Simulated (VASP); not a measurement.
# FeS2 (Pnnm) in VASP: settings compared

The runs below take FeS2 through relaxation of cell and atoms, with PBE, PBEsol.

All numbers are computed with VASP 6.6.1; they aren't measurements. Logs are shortened: lines on timing, memory, paths and dates and some standing lists are left out, and cuts for length are marked.

## (1) The cell of the first run

It takes space group Pnnm (No. 58, orthorhombic). Conventional cell: a = 4.426 Å, b = 5.397 Å, c = 3.378 Å, α = 90.00°, β = 90.00°, γ = 90.00°. Fe (site symmetry 2/m) has 6 S at 2.23 to 2.25 Å within 2.9 Å. S (site symmetry m) has 12 S at 2.21 to 3.38 Å and 6 Fe at 2.23 to 3.59 Å within 3.6 Å.

## (2) Relaxation of cell and atoms, PBE

The input, INCAR:

```
SYSTEM = FeS2
PREC = Accurate ; ENCUT = 600
EDIFF = 1E-7 ; ISMEAR = -1
SIGMA = 0.02 ; LREAL = .FALSE.
LASPH = .TRUE. ; NELM = 120
ALGO = Normal ; ISIF = 3
LWAVE = .FALSE. ; LCHARG = .FALSE.
GGA = PE ; IBRION = 2
NSW = 80 ; EDIFFG = -0.005
GGA_COMPAT = .FALSE. ; NELMIN = 4
```

The input, KPOINTS:

```
regular mesh
0
G
  6 4 8
  0 0 0
```

The input, POSCAR:

```
FeS2
1.0
    4.4256248700      0.0000000000      0.0000000000
    0.0000000000      5.3965282200      0.0000000000
    0.0000000000      0.0000000000      3.3776981700
Fe S
2 4
Direct
    0.5000000000      0.5000000000      0.5000000000
    0.0000000000      0.0000000000      0.0000000000
    0.2995928100      0.8781846700      0.5000000000
    0.7004071900      0.1218153300      0.5000000000
    0.2004071900      0.3781846700      0.0000000000
    0.7995928100      0.6218153300      0.0000000000
```

Potentials or basis: VASP PAW PBE potentials, release 64 (Fe, S).

Started as:

```sh
$ cat potpaw_PBE.64/Fe/POTCAR potpaw_PBE.64/S/POTCAR > POTCAR
$ mpirun -np 1 vasp_std > vasp.out
```

OUTCAR:

```text
SYSTEM = FeS2
   PREC = Accurate
   ENCUT = 600
   EDIFF = 1E-7
   ISMEAR = -1
   LREAL = .FALSE.
   LASPH = .TRUE.
   NELM = 120
   ISIF = 3
   GGA = PE
   IBRION = 2
   NSW = 80
   EDIFFG = -0.005
   NELMIN = 4

 ion  position               nearest neighbor table
   1  0.500  0.500  0.500-   3 2.23   4 2.23   5 2.25   6 2.25   5 2.25   6 2.25
   2  0.000  0.000  0.000-   5 2.23   6 2.23   3 2.25   4 2.25   3 2.25   4 2.25
   3  0.300  0.878  0.500-   4 2.21   1 2.23   2 2.25   2 2.25
   4  0.700  0.122  0.500-   3 2.21   1 2.23   2 2.25   2 2.25
   5  0.200  0.378  0.000-   6 2.21   2 2.23   1 2.25   1 2.25
   6  0.800  0.622  0.000-   5 2.21   2 2.23   1 2.25   1 2.25

  LATTYP: Found a simple orthorhombic cell.
 ALAT       =     3.3776981700
 B/A-ratio  =     1.3102487692
 C/A-ratio  =     1.5976940355

  Lattice vectors:

 A1 = (   0.0000000000,   0.0000000000,   3.3776981700)
 A2 = (   4.4256248700,   0.0000000000,   0.0000000000)
 A3 = (   0.0000000000,   5.3965282200,   0.0000000000)

Analysis of symmetry for initial positions (statically):
=====================================================================
 Subroutine PRICEL returns:
 Original cell was already a primitive cell.

 Routine SETGRP: Setting up the symmetry group for a
 simple orthorhombic supercell.

 Subroutine GETGRP returns: Found  8 space group operations
 (whereof  4 operations were pure point group operations)
 out of a pool of  8 trial point group operations.

The static configuration has the point symmetry C_2h.
 The point group associated with its full space group is D_2h.

Analysis of symmetry for dynamics (positions and initial velocities):
=====================================================================
 Subroutine PRICEL returns:
 Original cell was already a primitive cell.

 Routine SETGRP: Setting up the symmetry group for a
 simple orthorhombic supercell.

 Subroutine GETGRP returns: Found  8 space group operations
 (whereof  4 operations were pure point group operations)
 out of a pool of  8 trial point group operations.

The dynamic configuration has the point symmetry C_2h.
 The point group associated with its full space group is D_2h.

 Subroutine INISYM returns: Found  8 space group operations
 (whereof  4 operations are pure point group operations),
 and found     1 'primitive' translations

----------------------------------------------------------------------------------------

                                     Primitive cell

  volume of cell :      80.6696

  direct lattice vectors                    reciprocal lattice vectors
     4.425624870  0.000000000  0.000000000     0.225956792  0.000000000  0.000000000
     0.000000000  5.396528220  0.000000000     0.000000000  0.185304321  0.000000000
     0.000000000  0.000000000  3.377698170     0.000000000  0.000000000  0.296059609

  length of vectors
     4.425624870  5.396528220  3.377698170     0.225956792  0.185304321  0.296059609

  position of ions in fractional coordinates (direct lattice)
     0.500000000  0.500000000  0.500000000
     0.000000000  0.000000000  0.000000000
     0.299592810  0.878184670  0.500000000
     0.700407190  0.121815330  0.500000000
     0.200407190  0.378184670  0.000000000
     0.799592810  0.621815330  0.000000000

  ion indices of the primitive-cell ions
   primitive index   ion index
                 1           1
                 2           2
                 3           3
                 4           4
                 5           5
                 6           6

----------------------------------------------------------------------------------------

 KPOINTS: regular mesh

Automatic generation of k-mesh.
 Grid dimensions read from file:
 generate k-points for:    6    4    8

 Generating k-lattice:

  Cartesian coordinates                     Fractional coordinates (reciprocal lattice)
     0.037659465  0.000000000  0.000000000     0.166666667  0.000000000  0.000000000
     0.000000000  0.046326080  0.000000000     0.000000000  0.250000000  0.000000000
     0.000000000  0.000000000  0.037007451     0.000000000  0.000000000  0.125000000

  Length of vectors
     0.037659465  0.046326080  0.037007451

  Shift w.r.t. Gamma in fractional coordinates (k-lattice)
     0.000000000  0.000000000  0.000000000

 Subroutine IBZKPT returns following result:
 ===========================================

 Found     60 irreducible k-points:

 Following reciprocal coordinates:
            Coordinates               Weight
  0.000000  0.000000  0.000000      1.000000
  0.166667  0.000000  0.000000      2.000000
  0.333333  0.000000  0.000000      2.000000
  0.500000  0.000000  0.000000      1.000000
  0.000000  0.250000  0.000000      2.000000
  0.166667  0.250000  0.000000      4.000000
[... 16 lines left out ...]
  0.333333  0.500000  0.125000      4.000000
  0.500000  0.500000  0.125000      2.000000
 [... further k-points ...]
   k-points           NKPTS =     60   k-points in BZ     NKDIM =     60   number of bands    NBANDS=     24
   number of dos      NEDOS =    301   number of ions     NIONS =      6
   total plane-waves  NPLWV =  48384
   dimension x,y,z NGX =    36 NGY =   48 NGZ =   28
   dimension x,y,z NGXF=    72 NGYF=   96 NGZF=   56
   ions per type =               2   4
   NGX,Y,Z   is equivalent  to a cutoff of  13.52, 14.79, 13.78 a.u.
   NGXF,Y,Z  is equivalent  to a cutoff of  27.05, 29.57, 27.56 a.u.
 SYSTEM =  FeS2
   PREC   = accura    normal or accurate (medium, high low for compatibility)
   ISTART =      0    job   : 0-new  1-cont  2-samecut
   ICHARG =      2    charge: 1-file 2-atom 10-const
   ISPIN  =      1    spin polarized calculation?
   LNONCOLLINEAR =      F non collinear calculations
   LSORBIT =      F    spin-orbit coupling
   LASPH  =      T    aspherical Exc in radial PAW
   ENCUT  =  600.0 eV  44.10 Ry    6.64 a.u.   8.84 10.78  6.75*2*pi/ulx,y,z
   NELM   =    120;   NELMIN=  4; NELMDL= -5     # of ELM steps
   EDIFF  = 0.1E-06   stopping-criterion for ELM
   LREAL  =      F    real-space projection
   EDIFFG = -.5E-02   stopping-criterion for IOM
   NSW    =     80    number of steps for IOM
   IBRION =      2    ionic relax: 0-MD 1-quasi-New 2-CG
   NFREE  =      1    steps in history (QN), initial steepest desc. (CG)
   ISIF   =      3    stress and relaxation
   ISYM   =      2    0-nonsym 1-usesym 2-fastsym
   POTIM  = 0.5000    time-step for ionic-motion
   TEBEG  =    0.0;   TEEND  =   0.0 temperature during run
   PSTRESS=    0.0 pullay stress
   NELECT =      40.0000    total number of electrons
   NUPDOWN=      -1.0000    fix difference up-down
   EMIN   =  10.00;   EMAX   =-10.00  energy-range for DOS
   EFERMI =   0.00;   METHOD = LEGACY
   ISMEAR =    -1;   SIGMA  =   0.02  broadening in eV -4-tet -1-fermi 0-gaus
   EFERMI_NEDOS =   21; number of points for ismear=-14 and -15
   IALGO  =     38    algorithm
   IMIX   =      4    mixing-type and parameters
     AMIX     =   0.40;   BMIX     =  1.00
     AMIX_MAG =   1.60;   BMIX_MAG =  1.00
  volume/ion in A,a.u.               =      13.44        90.73
  Fermi-wavevector in a.u.,A,eV,Ry     =   1.295761  2.448633 22.844131  1.678996
  Thomas-Fermi vector in A             =   2.427260
   LORBIT       =      0    0 simple, 1 ext, 2 COOP (PROOUT), +10 PAW based schemes
   GGA     = PE    functional components
   LHFCALC =     F    Hartree Fock is set to
   AEXX    =    0.0000 exact exchange contribution
   IVDW    =     0    specifies the selected vdW correction
   LEPSILON=     F    determine dielectric tensor
   LRPA    =     F    only Hartree local field effects (RPA)
 conjugate gradient relaxation of ions
 non-spin polarized calculation
  energy-cutoff  :      600.00
  volume of cell :       80.67
 maximum number of plane-waves:      2724
 NGX is ok and might be reduce to    36
   NGX = 17   NGY = 21   NGZ = 13

--------------------------------------- Ionic step        1  -------------------------------------------

 number of electron      39.9999992 magnetization

 Free energy of the ion-electron system (eV)
  ---------------------------------------------------
  ext. energy  EPLUGINS =         0.00000000
  ---------------------------------------------------
  free energy    TOTEN  =       -36.08916865 eV

  energy without entropy =      -36.08916865  energy(sigma->0) =      -36.08916865

------------------------ aborting loop because EDIFF is reached ----------------------------------------

  FORCE on cell =-STRESS in cart. coord.  units (eV):
  Direction    XX          YY          ZZ          XY          YZ          ZX
  --------------------------------------------------------------------------------------
  -------------------------------------------------------------------------------------
  Total        0.7153188      0.7716376      0.4791306     -0.0000000      0.0000000      0.0000000
  in kB       14.2069330     15.3254799      9.5160038     -0.0000000      0.0000000      0.0000000
  external PRESSURE =      13.0161389 kB  Pullay stress =       0.0000000 kB

 VOLUME and BASIS-vectors are now :
 -----------------------------------------------------------------------------
  energy-cutoff  :      600.00
  volume of cell :       80.67
      direct lattice vectors                 reciprocal lattice vectors
     4.425624870  0.000000000  0.000000000     0.225956792  0.000000000  0.000000000
     0.000000000  5.396528220  0.000000000     0.000000000  0.185304321  0.000000000
     0.000000000  0.000000000  3.377698170     0.000000000  0.000000000  0.296059609
[... 241 lines left out ...]
 POSITION                                       TOTAL-FORCE (eV/Angst)
 -----------------------------------------------------------------------------------
      2.21974      2.70544      1.69529         0.000000      0.000000      0.000000
      0.00000      0.00000      0.00000        -0.000000      0.000000      0.000000
      1.30890      4.73879      1.69529        -0.000568      0.002116      0.000000
      3.13057      0.67208      1.69529         0.000568     -0.002116     -0.000000
      0.91084      2.03335      0.00000         0.000568      0.002116      0.000000
      3.52864      3.37752      0.00000        -0.000568     -0.002116      0.000000
 -----------------------------------------------------------------------------------
    total drift:                                0.000000      0.000000      0.000000

  FREE ENERGIE OF THE ION-ELECTRON SYSTEM (eV)
  ---------------------------------------------------
  free  energy   TOTEN  =       -36.1059776966 eV

  energy  without entropy=      -36.1059776966  energy(sigma->0) =      -36.10597770

--------------------------------------- Ionic step        8  -------------------------------------------

 number of electron      39.9999998 magnetization

 Free energy of the ion-electron system (eV)
  ---------------------------------------------------
  ext. energy  EPLUGINS =         0.00000000
  ---------------------------------------------------
  free energy    TOTEN  =       -36.10598921 eV

  energy without entropy =      -36.10598921  energy(sigma->0) =      -36.10598921

 E-fermi :   8.1733     XC(G=0): -11.7147

 val. band max:        7.7067807225   @ k =   0.1667   0.0000   0.2500
 cond. band min:       8.5837163297   @ k =   0.0000   0.5000   0.5000
 fundamental gap:      0.8769356071
 Fermi energy:         8.1732764392

 k-point     1 :       0.0000    0.0000    0.0000
  band No.  band energies     occupation
      1      -8.9681      2.00000
      2      -6.5946      2.00000
      3      -4.7792      2.00000
      4      -4.0498      2.00000
      5       0.1318      2.00000
      6       1.6604      2.00000
[... 16 lines left out ...]
     23      10.4191      0.00000
     24      10.8098      0.00000
[... 598 lines left out ...]
      2      -7.1145      2.00000
      3      -5.7699      2.00000
      4      -5.7699      2.00000
      5       1.4238      2.00000
      6       1.4238      2.00000
[... 16 lines left out ...]
     23       9.5172      0.00000
     24       9.5172      0.00000

 [... further k-points ...]
[... 5 lines left out ...]
  --------------------------------------------------------------------------------------
  -------------------------------------------------------------------------------------
  Total        0.0134341     -0.0022910      0.0106698      0.0000000      0.0000000      0.0000000
  in kB        0.2643565     -0.0450828      0.2099612      0.0000000      0.0000000      0.0000000
  external PRESSURE =       0.1430783 kB  Pullay stress =       0.0000000 kB

 VOLUME and BASIS-vectors are now :
 -----------------------------------------------------------------------------
  energy-cutoff  :      600.00
  volume of cell :       81.42
      direct lattice vectors                 reciprocal lattice vectors
     4.437354105  0.000000000  0.000000000     0.225359522  0.000000000  0.000000000
    -0.000000000  5.411636503  0.000000000    -0.000000000  0.184786986  0.000000000
     0.000000000  0.000000000  3.390596080     0.000000000  0.000000000  0.294933391

 POSITION                                       TOTAL-FORCE (eV/Angst)
 -----------------------------------------------------------------------------------
      2.21868      2.70582      1.69530        -0.000000      0.000000      0.000000
     -0.00000      5.41164      0.00000        -0.000000      0.000000      0.000000
      1.30820      4.73947      1.69530         0.001035      0.001140      0.000000
      3.12915      0.67217      1.69530        -0.001035     -0.001140     -0.000000
      0.91047      2.03365      0.00000        -0.001035      0.001140     -0.000000
      3.52688      3.37798      3.39060         0.001035     -0.001140      0.000000
 -----------------------------------------------------------------------------------
    total drift:                                0.000000      0.000000      0.000000

  FREE ENERGIE OF THE ION-ELECTRON SYSTEM (eV)
  ---------------------------------------------------
  free  energy   TOTEN  =       -36.1059892086 eV

  energy  without entropy=      -36.1059892085  energy(sigma->0) =      -36.10598921

 reached required accuracy - stopping structural energy minimisation
```

Run time: 6 min. Hardware: 1 thread of Intel Xeon 6975P-C (Granite Rapids), shared host; peak memory 0.29 GiB.

Results:

```
Free energy                           : -36.1060 eV
Relaxed volume                        : 13.57 Å³/atom
Relaxed cell                          : a = 4.437 Å, b = 5.412 Å, c = 3.391 Å, α = 90.00°, β = 90.00°, γ = 90.00°
Space group after relaxing (to 0.1 Å) : Pnnm (No. 58)
Energy gained by relaxing             : 2.8 meV/atom
Ionic steps                           : 8
Pressure after relaxing               : 0.0 GPa
Band gap on the k mesh                : 0.88 eV (least direct gap 1.19 eV)
```

Step by step:
```tsv
step	energy change (eV)	largest force (eV/Å)	pressure (GPa)	volume (Å³)
1	0.0000	0.2947	1.30	80.67
2	-0.0124	0.1168	-1.04	81.95
3	-0.0124	0.1289	-0.87	81.85
4	-0.0166	0.0161	0.10	81.38
5	-0.0166	0.0155	0.11	81.37
6	-0.0168	0.0018	-0.03	81.44
7	-0.0168	0.0022	-0.03	81.45
8	-0.0168	0.0015	0.01	81.42
```

Final structure:
```xyz
6
Lattice="4.4374 0.0000 0.0000 0.0000 5.4116 0.0000 0.0000 0.0000 3.3906" Properties=species:S:1:pos:R:3 pbc="T T T"
Fe    2.2187    2.7058    1.6953
Fe    0.0000    5.4116    0.0000
S     1.3082    4.7395    1.6953
S     3.1292    0.6722    1.6953
S     0.9105    2.0337    0.0000
S     3.5269    3.3780    3.3906
```

A k mesh can miss the band edges. Spin polarisation is off, so any magnetic state and its effect on volume and gap are missing.

(Continued in part 2 of 2.)
